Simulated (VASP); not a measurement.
A run of VASP 6.6.1 is set up as follows.

Contents of INCAR:

```
SYSTEM = LiH
ALGO = Normal
EDIFF = 1E-6
ENCUT = 750
GGA = PE
GGA_COMPAT = .False.
ISIF = 2
ISMEAR = 0
LASPH = .True.
LCHARG = .False.
LREAL = .False.
LWAVE = .False.
NBANDS = 9
NELM = 120
PREC = Accurate
SIGMA = 0.01
```

Contents of KPOINTS:

```
k-points
0
Gamma
  4 4 4
  0 0 0
```

Contents of POSCAR:

```
LiH
1.0
    0.0000000000      2.0420000000      2.0420000000
    2.0420000000      0.0000000000      2.0420000000
    2.0420000000      2.0420000000      0.0000000000
Li H
1 1
Direct
    0.0000000000      0.0000000000      0.0000000000
    0.5000000000      0.5000000000      0.5000000000
```

Potentials or basis: VASP PAW PBE potentials, release 64 (Li_sv, H).

Command:

```console
$ cat potpaw_PBE.64/Li_sv/POTCAR potpaw_PBE.64/H/POTCAR > POTCAR
$ mpirun -np 1 vasp_std > vasp.out
```

Task: Predict the pressure.

Result: -1.8 GPa.

Task: Predict the band gap on the k mesh.

Result: 3.01 eV, direct.

Caveat: the k points lie up to 0.67 Å⁻¹ apart. A k mesh can miss the band edges.
